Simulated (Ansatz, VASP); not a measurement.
## One calculation of Pt, two programs

File INCAR:

```
SYSTEM = Pt
PREC = Accurate
ENCUT = 520
EDIFF = 1E-6
ISMEAR = -1
SIGMA = 0.1
LREAL = .FALSE.
LASPH = .TRUE.
NELM = 60
ALGO = Normal
ISIF = 2
LWAVE = .FALSE.
LCHARG = .FALSE.
GGA = PE
NBANDS = 28
```

Contents of KPOINTS:

```
regular mesh
0
G
  15 15 4
  0 0 0
```

File POSCAR:

```
Pt
1.0
    2.7530411398      0.0000000000      0.0000000000
   -1.3765205699      2.3842035647      0.0000000000
    0.0000000000      0.0000000000      9.1924325455
Pt
4
Direct
    0.0000000000      1.0000000000      1.0000000000
    0.0000000000      1.0000000000      0.5000000000
    0.3333333333      0.6666666667      0.2500000000
    0.6666666667      0.3333333333      0.7500000000
```

Input for Ansatz:

```yaml
crystal:
  lattice:
    - [2.7530411398, 0.0, 0.0]
    - [-1.3765205699, 2.3842035647, 0.0]
    - [0.0, 0.0, 9.1924325455]
  atoms:
    - { symbol: Pt, position: [0.0, 1.0, 1.0] }
    - { symbol: Pt, position: [0.0, 1.0, 0.5] }
    - { symbol: Pt, position: [0.3333333333, 0.6666666667, 0.25] }
    - { symbol: Pt, position: [0.6666666667, 0.3333333333, 0.75] }
hamiltonian:
  xc: pbe
  pseudopotentials:
    kind: paw
    azcp:
      Pt: "pseudopotentials/Pt.paw.azcp"
basis:
  ecutwfc: 420
  fft_grid_basis: typed
kpoints:
  mp_grid: { grid: [15, 15, 4], shift: [0, 0, 0] }
magnetization:
  spin_polarized: false
scf:
  occupations: { method: fermi_dirac, width: 0.1 }
  lower_state_search: "off"
output:
  stress: true
```

Alike in both runs: task single point; functional PBE; k mesh 15 × 15 × 4; occupations fermi-dirac, width 0.1 eV; no spin polarisation.

|  | VASP | Ansatz |
| --- | --- | --- |
| version | VASP 6.6.1 | Ansatz 0.2.0 |
| potentials or method | VASP PAW PBE potentials, release 64 (Pt), cutoff 520 eV | plane waves (420 eV) with PAW, scalar-relativistic |
| valence electrons in the cell | 40 | 72 |

```tsv
	VASP	Ansatz	Ansatz less VASP
pressure (GPa)	10.6	11.1	+0.52
traceless stress, the component that is largest in VASP (GPa)	-0.09	-0.05	+0.037
```

VASP's potentials hold 40 valence electrons a cell and Ansatz's 72, so a difference there can come from the potentials and not from the codes.

Spin-orbit coupling is off throughout.
